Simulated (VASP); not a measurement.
# K2LiPdF6 (P1) in VASP: further runs

K2LiPdF6 is run at these levels: LDA; tasks: single point.

Everything below comes from runs of VASP 6.6.1. Logs are shortened: lines on timing, memory, paths and dates and some standing lists are left out, and cuts for length are marked.

## (1) The cell of the first run

The typed cell holds 20 atoms: a = 5.800 Å, b = 5.800 Å, c = 8.458 Å, α = 90.00°, β = 90.00°, γ = 90.00°.

## (2) Single point, LDA

Input file INCAR:

```
SYSTEM = K2LiPdF6
PREC     = Accurate       ! precision mode
ENCUT    = 520            ! plane-wave cutoff, eV
EDIFF    = 1E-7           ! SCF threshold, eV
ISMEAR   = -1             ! smearing method
SIGMA    = 0.05           ! smearing width, eV
LREAL    = Auto         
LASPH    = .TRUE.         ! aspherical terms in the spheres
NELM     = 100            ! most SCF steps
ALGO     = Normal         ! electronic algorithm
ISIF     = 2              ! what is computed and relaxed
LWAVE    = .FALSE.        ! write WAVECAR
LCHARG   = .FALSE.        ! write CHGCAR
GGA      = CA             ! functional
NBANDS   = 89             ! bands
```

Input file KPOINTS:

```
regular mesh
0
G
  2 2 1
  0 0 0
```

Input file POSCAR:

```
K2LiPdF6
1.0
    5.8001180000      0.0000000000      0.0000000000
    0.0000000000      5.8001180000      0.0000000000
    0.0000000000      0.0000000000      8.4581940000
K Li Pd F
4 2 2 12
Direct
    0.0098791094      0.4849384099      0.2565914189
    0.4886452310      0.0232926296      0.2331348749
    0.5157826099     -0.0078274270      0.7543808998
   -0.0119825148      0.5095930807      0.7355234463
    0.0163789771      0.0323096875      0.4957323041
    0.5324891666      0.4693870021     -0.0156652827
    0.0028447697     -0.0185513467      0.0033576908
    0.4910417340      0.4944209756      0.4926820075
    0.2453053541      0.2269781408      0.0295689600
    0.2335124906      0.2704255327      0.5168242771
    0.2807873909      0.7349505648      0.4884257798
    0.7094683246      0.2377710247      0.4987589549
    0.0273787533     -0.0003448206      0.2534820081
    0.0124480226      0.0029137338      0.7523000773
    0.7245025015      0.7352264213      0.5052615251
    0.7696567553      0.7326230259     -0.0106642151
    0.7482606388      0.2299608387      0.0037951364
    0.2411502663      0.7183991774     -0.0048119019
    0.5366787365      0.4849211688      0.7730846561
    0.5032656232      0.5085413780      0.2379467768
```

Potentials or basis: VASP PAW LDA potentials, release 64 (K_sv, Li_sv, Pd, F).

Run with:

```
cat potpaw_LDA.64/K_sv/POTCAR potpaw_LDA.64/Li_sv/POTCAR potpaw_LDA.64/Pd/POTCAR potpaw_LDA.64/F/POTCAR > POTCAR
mpirun -np 1 vasp_std > vasp.out
```

OUTCAR:

```text
SYSTEM = K2LiPdF6
   PREC = Accurate
   ENCUT = 520
   EDIFF = 1E-7
   ISMEAR = -1
   LREAL = Auto
   LASPH = .TRUE.
   NELM = 100
   ISIF = 2
   GGA = CA

 ion  position               nearest neighbor table
   1  0.010  0.485  0.257-   9 2.79  13 2.82  10 2.84   8 3.43   7 3.59   8 3.61   7 3.62
   2  0.489  0.023  0.233-   9 2.52  13 2.68  17 2.73  20 2.82   7 3.43   8 3.51   7 3.57
   3  0.516  0.992  0.754-  12 2.82  15 2.85   7 3.52
   4  0.988  0.510  0.736-  19 2.64  10 2.72  15 2.80  16 2.81   8 3.54   7 3.55   8 3.57
   5  0.016  0.032  0.496-  10 1.88  13 2.06  12 2.14  14 2.18
   6  0.532  0.469  0.984-  19 1.79  17 1.88  16 2.06  20 2.16   9 2.21  18 2.22
   7  0.003  0.981  0.003-  16 1.98   9 2.01  18 2.06  17 2.06  13 2.12  14 2.13   2 3.43   3 3.52
                             4 3.55   2 3.57   1 3.59   1 3.62
   8  0.491  0.494  0.493-  11 1.85  15 1.95  12 1.96  10 1.99  20 2.16  19 2.39   1 3.43   2 3.51
                             4 3.54   4 3.57   1 3.61
   9  0.245  0.227  0.030-   7 2.01   6 2.21   2 2.52   1 2.79
  10  0.234  0.270  0.517-   5 1.88   8 1.99   4 2.72   1 2.84
  11  0.281  0.735  0.488-   8 1.85
  12  0.709  0.238  0.499-   8 1.96   5 2.14   3 2.82
  13  0.027  1.000  0.253-   5 2.06   7 2.12   2 2.68   1 2.82
  14  0.012  0.003  0.752-   7 2.13   5 2.18
  15  0.725  0.735  0.505-   8 1.95   4 2.80   3 2.85
  16  0.770  0.733  0.989-   7 1.98   6 2.06   4 2.81
  17  0.748  0.230  0.004-   6 1.88   7 2.06   2 2.73
  18  0.241  0.718  0.995-   7 2.06   6 2.22
  19  0.537  0.485  0.773-   6 1.79   8 2.39   4 2.64
  20  0.503  0.509  0.238-   8 2.16   6 2.16   2 2.82

  LATTYP: Found a simple tetragonal cell.
 ALAT       =     5.8001180000
 C/A-ratio  =     1.4582796419

  Lattice vectors:

 A1 = (   5.8001180000,   0.0000000000,   0.0000000000)
 A2 = (   0.0000000000,   5.8001180000,   0.0000000000)
 A3 = (   0.0000000000,   0.0000000000,   8.4581940000)

Analysis of symmetry for initial positions (statically):
=====================================================================
 Subroutine PRICEL returns:
 Original cell was already a primitive cell.

 Routine SETGRP: Setting up the symmetry group for a
 simple tetragonal supercell.

 Subroutine GETGRP returns: Found  1 space group operations
 (whereof  1 operations were pure point group operations)
 out of a pool of 16 trial point group operations.

The static configuration has the point symmetry C_1 .

Analysis of symmetry for dynamics (positions and initial velocities):
=====================================================================
 Subroutine PRICEL returns:
 Original cell was already a primitive cell.

 Routine SETGRP: Setting up the symmetry group for a
 simple tetragonal supercell.

 Subroutine GETGRP returns: Found  1 space group operations
 (whereof  1 operations were pure point group operations)
 out of a pool of 16 trial point group operations.

The dynamic configuration has the point symmetry C_1 .

 Subroutine INISYM returns: Found  1 space group operations
 (whereof  1 operations are pure point group operations),
 and found     1 'primitive' translations

----------------------------------------------------------------------------------------

                                     Primitive cell

  volume of cell :     284.5452

  direct lattice vectors                    reciprocal lattice vectors
     5.800118000  0.000000000  0.000000000     0.172410285  0.000000000  0.000000000
     0.000000000  5.800118000  0.000000000     0.000000000  0.172410285  0.000000000
     0.000000000  0.000000000  8.458194000     0.000000000  0.000000000  0.118228549

  length of vectors
     5.800118000  5.800118000  8.458194000     0.172410285  0.172410285  0.118228549

  position of ions in fractional coordinates (direct lattice)
     0.009879109  0.484938410  0.256591419
     0.488645231  0.023292630  0.233134875
     0.515782610  0.992172573  0.754380900
     0.988017485  0.509593081  0.735523446
     0.016378977  0.032309688  0.495732304
     0.532489167  0.469387002  0.984334717
[... 12 lines left out ...]
     0.536678737  0.484921169  0.773084656
     0.503265623  0.508541378  0.237946777

  ion indices of the primitive-cell ions
   primitive index   ion index
                 1           1
                 2           2
                 3           3
                 4           4
                 5           5
                 6           6
[... 12 lines left out ...]
                19          19
                20          20

----------------------------------------------------------------------------------------

 KPOINTS: regular mesh

Automatic generation of k-mesh.
 Grid dimensions read from file:
 generate k-points for:    2    2    1

 Generating k-lattice:

  Cartesian coordinates                     Fractional coordinates (reciprocal lattice)
     0.086205143  0.000000000  0.000000000     0.500000000  0.000000000  0.000000000
     0.000000000  0.086205143  0.000000000     0.000000000  0.500000000  0.000000000
     0.000000000  0.000000000  0.118228549     0.000000000  0.000000000  1.000000000

  Length of vectors
     0.086205143  0.086205143  0.118228549

  Shift w.r.t. Gamma in fractional coordinates (k-lattice)
     0.000000000  0.000000000  0.000000000

 Subroutine IBZKPT returns following result:
 ===========================================

 Found      4 irreducible k-points:

 Following reciprocal coordinates:
            Coordinates               Weight
  0.000000  0.000000  0.000000      1.000000
  0.500000  0.000000  0.000000      1.000000
  0.000000  0.500000  0.000000      1.000000
  0.500000  0.500000  0.000000      1.000000
   k-points           NKPTS =      4   k-points in BZ     NKDIM =      4   number of bands    NBANDS=     89
   number of dos      NEDOS =    301   number of ions     NIONS =     20
   total plane-waves  NPLWV = 147456
   dimension x,y,z NGX =    48 NGY =   48 NGZ =   64
   dimension x,y,z NGXF=    96 NGYF=   96 NGZF=  128
   ions per type =               4   2   2  12
   NGX,Y,Z   is equivalent  to a cutoff of  13.76, 13.76, 12.58 a.u.
   NGXF,Y,Z  is equivalent  to a cutoff of  27.52, 27.52, 25.16 a.u.
 SYSTEM =  K2LiPdF6
   PREC   = accura    normal or accurate (medium, high low for compatibility)
   ISTART =      0    job   : 0-new  1-cont  2-samecut
   ICHARG =      2    charge: 1-file 2-atom 10-const
   ISPIN  =      1    spin polarized calculation?
   LNONCOLLINEAR =      F non collinear calculations
   LSORBIT =      F    spin-orbit coupling
   LASPH  =      T    aspherical Exc in radial PAW
   ENCUT  =  520.0 eV  38.22 Ry    6.18 a.u.  10.78 10.78 15.73*2*pi/ulx,y,z
   NELM   =    100;   NELMIN=  2; NELMDL= -5     # of ELM steps
   EDIFF  = 0.1E-06   stopping-criterion for ELM
   LREAL  =      T    real-space projection
   EDIFFG = 0.1E-05   stopping-criterion for IOM
   NSW    =      0    number of steps for IOM
   IBRION =     -1    ionic relax: 0-MD 1-quasi-New 2-CG
   NFREE  =      0    steps in history (QN), initial steepest desc. (CG)
   ISIF   =      2    stress and relaxation
   ISYM   =      2    0-nonsym 1-usesym 2-fastsym
   POTIM  = 0.5000    time-step for ionic-motion
   TEBEG  =    0.0;   TEEND  =   0.0 temperature during run
   PSTRESS=    0.0 pullay stress
   NELECT =     146.0000    total number of electrons
   NUPDOWN=      -1.0000    fix difference up-down
   EMIN   =  10.00;   EMAX   =-10.00  energy-range for DOS
   EFERMI =   0.00;   METHOD = LEGACY
   ISMEAR =    -1;   SIGMA  =   0.05  broadening in eV -4-tet -1-fermi 0-gaus
   EFERMI_NEDOS =   21; number of points for ismear=-14 and -15
   IALGO  =     38    algorithm
   IMIX   =      4    mixing-type and parameters
     AMIX     =   0.40;   BMIX     =  1.00
     AMIX_MAG =   1.60;   BMIX_MAG =  1.00
  volume/ion in A,a.u.               =      14.23        96.01
  Fermi-wavevector in a.u.,A,eV,Ry     =   1.310616  2.476704 23.370909  1.717713
  Thomas-Fermi vector in A             =   2.441134
   LORBIT       =      0    0 simple, 1 ext, 2 COOP (PROOUT), +10 PAW based schemes
   GGA     = CA    functional components
   LHFCALC =     F    Hartree Fock is set to
   AEXX    =    0.0000 exact exchange contribution
   IVDW    =     0    specifies the selected vdW correction
   LEPSILON=     F    determine dielectric tensor
   LRPA    =     F    only Hartree local field effects (RPA)
 non-spin polarized calculation
  energy-cutoff  :      520.00
  volume of cell :      284.55
 maximum number of plane-waves:      7688
 NGX is ok and might be reduce to    48
   NGX = 21   NGY = 21   NGZ = 31

 number of electron     146.0000008 magnetization

 Free energy of the ion-electron system (eV)
  ---------------------------------------------------
  ext. energy  EPLUGINS =         0.00000000
  ---------------------------------------------------
  free energy    TOTEN  =       -94.63380443 eV

  energy without entropy =      -94.54069282  energy(sigma->0) =      -94.58724862

 E-fermi :   0.3842     XC(G=0):  -9.9801

 val. band max:        0.2410031654   @ k =   0.5000   0.5000   0.0000
 cond. band min:       0.3849505401   @ k =   0.5000   0.0000   0.0000
 fundamental gap:      0.1439473747
 Fermi energy:         0.3841562325

 k-point     1 :       0.0000    0.0000    0.0000
  band No.  band energies     occupation
      1     -43.0530      2.00000
      2     -41.8690      2.00000
      3     -27.5544      2.00000
      4     -27.4629      2.00000
      5     -27.3840      2.00000
      6     -27.3703      2.00000
[... 77 lines left out ...]
     84       7.8285      0.00000
     85       8.3473      0.00000

 k-point     2 :       0.5000    0.0000    0.0000
  band No.  band energies     occupation
      1     -43.0530      2.00000
      2     -41.8690      2.00000
      3     -27.5521      2.00000
      4     -27.4594      2.00000
      5     -27.3857      2.00000
      6     -27.3705      2.00000
[... 77 lines left out ...]
     84       8.3565      0.00000
     85       8.4869      0.00000

 k-point     3 :       0.0000    0.5000    0.0000
  band No.  band energies     occupation
      1     -43.0530      2.00000
      2     -41.8690      2.00000
      3     -27.5521      2.00000
      4     -27.4593      2.00000
      5     -27.3858      2.00000
      6     -27.3705      2.00000
[... 77 lines left out ...]
     84       8.3202      0.00000
     85       8.5724      0.00000

 k-point     4 :       0.5000    0.5000    0.0000
  band No.  band energies     occupation
      1     -43.0531      2.00000
      2     -41.8690      2.00000
      3     -27.5509      2.00000
      4     -27.4581      2.00000
      5     -27.3850      2.00000
      6     -27.3696      2.00000
[... 77 lines left out ...]
     84       8.5246      0.00000
     85       8.7452      0.00000
 [bands above 85 left out]

------------------------ aborting loop because EDIFF is reached ----------------------------------------

  FORCE on cell =-STRESS in cart. coord.  units (eV):
  Direction    XX          YY          ZZ          XY          YZ          ZX
  --------------------------------------------------------------------------------------
  -------------------------------------------------------------------------------------
  Total       -8.6842993     -9.9732154    -11.6780223     -1.2107419     -0.6927796     -0.0363050
  in kB      -48.8983345    -56.1557822    -65.7549700     -6.8172755     -3.9008064     -0.2044211
  external PRESSURE =     -56.9363622 kB  Pullay stress =       0.0000000 kB

 VOLUME and BASIS-vectors are now :
 -----------------------------------------------------------------------------
  energy-cutoff  :      520.00
  volume of cell :      284.55
      direct lattice vectors                 reciprocal lattice vectors
     5.800118000  0.000000000  0.000000000     0.172410285  0.000000000  0.000000000
     0.000000000  5.800118000  0.000000000     0.000000000  0.172410285  0.000000000
     0.000000000  0.000000000  8.458194000     0.000000000  0.000000000  0.118228549

 POSITION                                       TOTAL-FORCE (eV/Angst)
 -----------------------------------------------------------------------------------
      0.05730      2.81270      2.17030        -0.033217      0.164191     -0.296642
      2.83420      0.13510      1.97190         0.224025     -0.329555      0.202082
      2.99160      5.75472      6.38070        -0.036278     -0.032535     -0.004420
      5.73062      2.95570      6.22120         0.053059     -0.011979      0.254893
      0.09500      0.18740      4.19300        -0.189214     -0.193739      0.012057
      3.08850      2.72250      8.32569        -0.293572      0.293836      0.381601
[... 12 lines left out ...]
      3.11280      2.81260      6.53890        -0.294936     -0.005598     -0.912586
      2.91900      2.94960      2.01260        -0.006257     -0.180598      0.084936
 -----------------------------------------------------------------------------------
    total drift:                                0.003254     -0.000304     -0.016336

  FREE ENERGIE OF THE ION-ELECTRON SYSTEM (eV)
  ---------------------------------------------------
  free  energy   TOTEN  =       -94.6338044285 eV

  energy  without entropy=      -94.5406928184  energy(sigma->0) =      -94.58724862
```

Run time: 4.4 min. Hardware: 1 thread of Intel Xeon Platinum 8488C (Sapphire Rapids), shared host; peak memory 0.33 GiB.

What came out:

* Free energy: -94.6338 eV
* Largest force: 1.786 eV/Å

Forces on the atoms (eV/Å):
```
K   -0.033  0.164 -0.297
K    0.224 -0.330  0.202
K   -0.036 -0.033 -0.004
K    0.053 -0.012  0.255
Li  -0.189 -0.194  0.012
Li  -0.294  0.294  0.382
Pd   0.587  0.117 -0.059
Pd   1.043 -1.043  0.969
F   -0.563 -0.469 -0.541
F    0.028 -0.046 -0.351
F   -1.297  1.226  0.078
F    0.292  0.028 -0.110
F   -0.325 -0.180  0.042
F   -0.085 -0.115  0.178
F    0.497 -0.046 -0.199
F    0.282  0.563  0.069
F    0.596 -0.615  0.133
F   -0.480  0.877  0.068
F   -0.295 -0.006 -0.913
F   -0.006 -0.181  0.085
```

Caveat: the k points lie up to 0.74 Å⁻¹ apart; the cutoff is under 1.25 times the usual one of these potentials, so pressure, stress and relaxed cells hold a basis-set (Pulay) error; forces of over 1 eV/Å act on the atoms, so gaps and moduli don't describe the material at rest.

[end of part 1 of 2]
